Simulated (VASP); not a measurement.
# C (P6_3/mmc) in VASP: further runs, part 3 of 3

VASP 6.6.1. Earlier steps stand in the parts before.

## (4) Single point, PBEsol+D3(BJ) (9.64 Å³/atom)

This run uses another cell than the first one, of 9.64 Å³/atom.

INCAR reads:

```
PREC = Accurate
ENCUT = 520
EDIFF = 1E-6
ISMEAR = 0
SIGMA = 0.15
LREAL = False
LASPH = True
NELM = 80
ALGO = Normal
ISIF = 2
LWAVE = False
LCHARG = True
GGA = PS
IVDW = 12
LELF = True
LVHAR = True
NBANDS = 16
```

KPOINTS reads:

```
Automatic mesh
0
Gamma
  21 21 8
```

POSCAR reads:

```
C
1.0
    2.4023807435      0.0000000000      0.0000000000
   -1.2011903718      2.0805227534      0.0000000000
    0.0000000000      0.0000000000      7.7147652816
C
4
Direct
    0.0000000000      0.0000000000      0.0025000000
    0.0000000000      0.0000000000      0.5025000000
    0.3333333333      0.6666666667      0.0025000000
    0.6666666667      0.3333333333      0.5025000000
```

Potentials or basis: VASP PAW PBE potentials, release 64 (C).

Command:

```
> cat potpaw_PBE.64/C/POTCAR > POTCAR
> mpirun -np 1 vasp_std > vasp.out
```

OUTCAR:

```text
PREC = Accurate
   ENCUT = 520
   EDIFF = 1E-6
   ISMEAR = 0
   LREAL = False
   LASPH = True
   NELM = 80
   ISIF = 2
   GGA = PS
   IVDW = 12
 IVDW          = 12

 ion  position               nearest neighbor table
   1  0.000  0.000  0.002-   3 1.39   3 1.39   3 1.39
   2  0.000  0.000  0.502-   4 1.39   4 1.39   4 1.39
   3  0.333  0.667  0.002-   1 1.39   1 1.39   1 1.39
   4  0.667  0.333  0.502-   2 1.39   2 1.39   2 1.39

  LATTYP: Found a hexagonal cell.
 ALAT       =     2.4023807435
 C/A-ratio  =     3.2113000000

  Lattice vectors:

 A1 = (   2.4023807435,   0.0000000000,   0.0000000000)
 A2 = (  -1.2011903718,   2.0805227534,   0.0000000000)
 A3 = (   0.0000000000,   0.0000000000,   7.7147652816)

Analysis of symmetry for initial positions (statically):
=====================================================================
 Subroutine PRICEL returns:
 Original cell was already a primitive cell.

 Routine SETGRP: Setting up the symmetry group for a
 hexagonal supercell.

 Subroutine GETGRP returns: Found 24 space group operations
 (whereof  6 operations were pure point group operations)
 out of a pool of 24 trial point group operations.

The static configuration has the point symmetry C_3v.
 The point group associated with its full space group is D_6h.

Analysis of symmetry for dynamics (positions and initial velocities):
=====================================================================
 Subroutine PRICEL returns:
 Original cell was already a primitive cell.

 Routine SETGRP: Setting up the symmetry group for a
 hexagonal supercell.

 Subroutine GETGRP returns: Found 24 space group operations
 (whereof  6 operations were pure point group operations)
 out of a pool of 24 trial point group operations.

The dynamic configuration has the point symmetry C_3v.
 The point group associated with its full space group is D_6h.

 Subroutine INISYM returns: Found 24 space group operations
 (whereof  6 operations are pure point group operations),
 and found     1 'primitive' translations

----------------------------------------------------------------------------------------

                                     Primitive cell

  volume of cell :      38.5600

  direct lattice vectors                    reciprocal lattice vectors
     2.402380744  0.000000000  0.000000000     0.416253753  0.240324216  0.000000000
    -1.201190372  2.080522753  0.000000000     0.000000000  0.480648432  0.000000000
     0.000000000  0.000000000  7.714765282     0.000000000  0.000000000  0.129621572

  length of vectors
     2.402380744  2.402380743  7.714765282     0.480648432  0.480648432  0.129621572

  position of ions in fractional coordinates (direct lattice)
     0.000000000  0.000000000  0.002500000
     0.000000000  0.000000000  0.502500000
     0.333333333  0.666666667  0.002500000
     0.666666667  0.333333333  0.502500000

  ion indices of the primitive-cell ions
   primitive index   ion index
                 1           1
                 2           2
                 3           3
                 4           4

----------------------------------------------------------------------------------------

 KPOINTS: Automatic mesh

Automatic generation of k-mesh.
 Grid dimensions read from file:
[... 25 lines left out ...]
  0.142857 -0.000000  0.000000      6.000000
  0.190476  0.000000  0.000000      6.000000
  0.238095  0.000000  0.000000      6.000000
[... 16 lines left out ...]
  0.142857  0.095238  0.000000     12.000000
  0.190476  0.095238  0.000000     12.000000
 [... further k-points ...]
   k-points           NKPTS =    240   k-points in BZ     NKDIM =    240   number of bands    NBANDS=     16
   number of dos      NEDOS =    301   number of ions     NIONS =      4
   total plane-waves  NPLWV =  19440
   dimension x,y,z NGX =    18 NGY =   18 NGZ =   60
   dimension x,y,z NGXF=    36 NGYF=   36 NGZF=  120
   ions per type =               4
   NGX,Y,Z   is equivalent  to a cutoff of  12.46, 12.46, 12.93 a.u.
   NGXF,Y,Z  is equivalent  to a cutoff of  24.91, 24.91, 25.86 a.u.
 SYSTEM =  unknown system
   PREC   = accura    normal or accurate (medium, high low for compatibility)
   ISTART =      0    job   : 0-new  1-cont  2-samecut
   ICHARG =      2    charge: 1-file 2-atom 10-const
   ISPIN  =      1    spin polarized calculation?
   LNONCOLLINEAR =      F non collinear calculations
   LSORBIT =      F    spin-orbit coupling
   LASPH  =      T    aspherical Exc in radial PAW
   ENCUT  =  520.0 eV  38.22 Ry    6.18 a.u.   4.47  4.47 14.34*2*pi/ulx,y,z
   NELM   =     80;   NELMIN=  2; NELMDL= -5     # of ELM steps
   EDIFF  = 0.1E-05   stopping-criterion for ELM
   LREAL  =      F    real-space projection
   EDIFFG = 0.1E-04   stopping-criterion for IOM
   NSW    =      0    number of steps for IOM
   IBRION =     -1    ionic relax: 0-MD 1-quasi-New 2-CG
   NFREE  =      0    steps in history (QN), initial steepest desc. (CG)
   ISIF   =      2    stress and relaxation
   ISYM   =      2    0-nonsym 1-usesym 2-fastsym
   POTIM  = 0.5000    time-step for ionic-motion
   TEBEG  =    0.0;   TEEND  =   0.0 temperature during run
   PSTRESS=    0.0 pullay stress
   NELECT =      16.0000    total number of electrons
   NUPDOWN=      -1.0000    fix difference up-down
   EMIN   =  10.00;   EMAX   =-10.00  energy-range for DOS
   EFERMI =   0.00;   METHOD = LEGACY
   ISMEAR =     0;   SIGMA  =   0.15  broadening in eV -4-tet -1-fermi 0-gaus
   EFERMI_NEDOS =   21; number of points for ismear=-14 and -15
   IALGO  =     38    algorithm
   IMIX   =      4    mixing-type and parameters
     AMIX     =   0.40;   BMIX     =  1.00
     AMIX_MAG =   1.60;   BMIX_MAG =  1.00
  volume/ion in A,a.u.               =       9.64        65.05
  Fermi-wavevector in a.u.,A,eV,Ry     =   1.221057  2.307463 20.286006  1.490979
  Thomas-Fermi vector in A             =   2.356252
   LORBIT       =      0    0 simple, 1 ext, 2 COOP (PROOUT), +10 PAW based schemes
   GGA     = PS    functional components
   LHFCALC =     F    Hartree Fock is set to
   AEXX    =    0.0000 exact exchange contribution
   IVDW    =    12    specifies the selected vdW correction
   LEPSILON=     F    determine dielectric tensor
   LRPA    =     F    only Hartree local field effects (RPA)
 non-spin polarized calculation
 Gauss-broadening in eV      SIGMA  =   0.15
  energy-cutoff  :      520.00
  volume of cell :       38.56
 maximum number of plane-waves:      1067
 NGX is ok and might be reduce to    18
   NGX =  9   NGY =  9   NGZ = 29

 number of electron      16.0000003 magnetization

 Free energy of the ion-electron system (eV)
  ---------------------------------------------------
  ext. energy  EPLUGINS =         0.00000000
  ---------------------------------------------------
  free energy    TOTEN  =       -38.41123272 eV

  energy without entropy =      -38.41019287  energy(sigma->0) =      -38.41071279

 E-fermi :   3.9021     XC(G=0):  -9.6888

 val. band max:        3.9019169691   @ k =   0.3333   0.3333   0.2500
 cond. band min:       3.9038046105   @ k =   0.3333   0.3333   0.3750
 fundamental gap:      0.0018876414
 Fermi energy:         3.9020703325

 k-point     1 :       0.0000    0.0000    0.0000
  band No.  band energies     occupation
      1     -16.2542      2.00000
      2     -16.1629      2.00000
      3      -4.7165      2.00000
      4      -3.8255      2.00000
      5       0.9433      2.00000
      6       0.9433      2.00000
[... 433 lines left out ...]
      3      -3.3373      2.00000
      4      -3.3180      2.00000
      5      -2.8073      2.00000
      6      -1.9834      2.00000
[... 8 lines left out ...]
     15      16.8468      0.00000
     16      16.9391      0.00000

 [... further k-points ...]

------------------------ aborting loop because EDIFF is reached ----------------------------------------

 Edisp (eV)   -0.37403

 E8    (eV) :    -0.1809

  FORCE on cell =-STRESS in cart. coord.  units (eV):
  Direction    XX          YY          ZZ          XY          YZ          ZX
  --------------------------------------------------------------------------------------
  -------------------------------------------------------------------------------------
  Total       7.28947     7.28947    -0.51753    -0.00000    -0.00000    -0.00000
  in kB     302.87925   302.87925   -21.50368    -0.00000    -0.00000    -0.00000
  external pressure =      194.75 kB  Pullay stress =        0.00 kB

 VOLUME and BASIS-vectors are now :
 -----------------------------------------------------------------------------
  energy-cutoff  :      520.00
  volume of cell :       38.56
      direct lattice vectors                 reciprocal lattice vectors
     2.402380744  0.000000000  0.000000000     0.416253753  0.240324216  0.000000000
    -1.201190372  2.080522753  0.000000000     0.000000000  0.480648432  0.000000000
     0.000000000  0.000000000  7.714765282     0.000000000  0.000000000  0.129621572

 POSITION                                       TOTAL-FORCE (eV/Angst)
 -----------------------------------------------------------------------------------
      0.00000      0.00000      0.01929        -0.000000     -0.000000      0.000000
      0.00000      0.00000      3.87667         0.000000      0.000000     -0.000000
     -0.00000      1.38702      0.01929         0.000000      0.000000     -0.000000
      1.20119      0.69351      3.87667        -0.000000      0.000000      0.000000
 -----------------------------------------------------------------------------------
    total drift:                                0.000000      0.000000      0.000005

  FREE ENERGIE OF THE ION-ELECTRON SYSTEM (eV)
  ---------------------------------------------------
  free  energy   TOTEN  =       -38.7852584743 eV

  energy  without entropy=      -38.7842186223  energy(sigma->0) =      -38.78473855
```

OSZICAR:

```text
N       E                     dE             d eps       ncg     rms          rms(c)
DAV:   1     0.357995919081E+02    0.35800E+02   -0.78577E+03  7688   0.922E+02
DAV:   2    -0.384225336470E+02   -0.74222E+02   -0.67087E+02 10672   0.188E+02
DAV:   3    -0.414501941455E+02   -0.30277E+01   -0.30092E+01 10328   0.360E+01
DAV:   4    -0.414766499322E+02   -0.26456E-01   -0.26449E-01  9544   0.410E+00
DAV:   5    -0.414770686884E+02   -0.41876E-03   -0.41874E-03 10136   0.490E-01    0.993E+00
DAV:   6    -0.391595489531E+02    0.23175E+01   -0.16372E+00  9064   0.787E+00    0.577E+00
DAV:   7    -0.384002041162E+02    0.75934E+00   -0.20010E+00  9416   0.880E+00    0.156E+00
DAV:   8    -0.384123113777E+02   -0.12107E-01   -0.84764E-02  9032   0.173E+00    0.295E-01
DAV:   9    -0.384108171997E+02    0.14942E-02   -0.20471E-03 10040   0.306E-01    0.137E-01
DAV:  10    -0.384112114005E+02   -0.39420E-03   -0.14908E-03  8568   0.219E-01    0.875E-02
DAV:  11    -0.384112277399E+02   -0.16339E-04   -0.43999E-05  9608   0.441E-02    0.155E-02
DAV:  12    -0.384112323364E+02   -0.45965E-05   -0.36974E-06  8760   0.124E-02    0.270E-03
DAV:  13    -0.384112327195E+02   -0.38314E-06   -0.37147E-07  7776   0.454E-03
   1 F= -.38785258E+02 E0= -.38784739E+02  d E =-.103985E-02
```

Wall time 62 s (1 thread of Intel Xeon 6975P-C (Granite Rapids), shared host); peak memory 0.23 GiB.

What came out:

```yaml
Free_energy: -38.7853 eV
Pressure: 19.5 GPa
Band_gap_on_the_k_mesh: zero (filled and empty bands overlap)
Dispersion_energy_per_atom: -0.094 eV
```

Levels at points of the mesh, in eV from the Fermi level:
```csv
k point,band 5,band 6,band 7,band 8,band 9,band 10,band 11,band 12
"(0.00, 0.00, 0.00)",-2.96,-2.96,-2.96,-2.96,3.00,7.37,8.81,8.81
"(0.00, 0.00, 0.50)",-2.96,-2.96,-2.96,-2.96,4.72,4.72,8.82,8.82
```

Caveat: the cell stands under pressure; the PAW data sets were made with another functional, which shifts forces and pressure a little.

## (5) Overview

| cell | gap on the mesh (eV) | pressure (GPa) |
| --- | --- | --- |
| a = 2.626, b = 2.626, c = 6.226 Å, angles 90.0, 90.0, 120.0°, 4 atoms | none | -44.4 |
| a = 2.522, b = 2.522, c = 6.751 Å, angles 90.0, 90.0, 120.0°, 4 atoms | none | -19.4 |
| a = 2.402, b = 2.402, c = 7.715 Å, angles 90.0, 90.0, 120.0°, 4 atoms | none | 19.5 |

Alike in all rows: task single point; level PBEsol+D3(BJ); potentials or basis VASP PAW PBE potentials, release 64 (C); no spin polarisation; k mesh 21 × 21 × 8; cutoff (eV) 520; smearing gaussian 0.15 eV.

Caveats: the PAW data sets were made with another functional, which shifts forces and pressure a little; the cell stands under tension (at least some runs); the cell stands under pressure (at least some runs).

Total energies depend on the potentials used, so only differences within one code and one set of settings carry meaning.
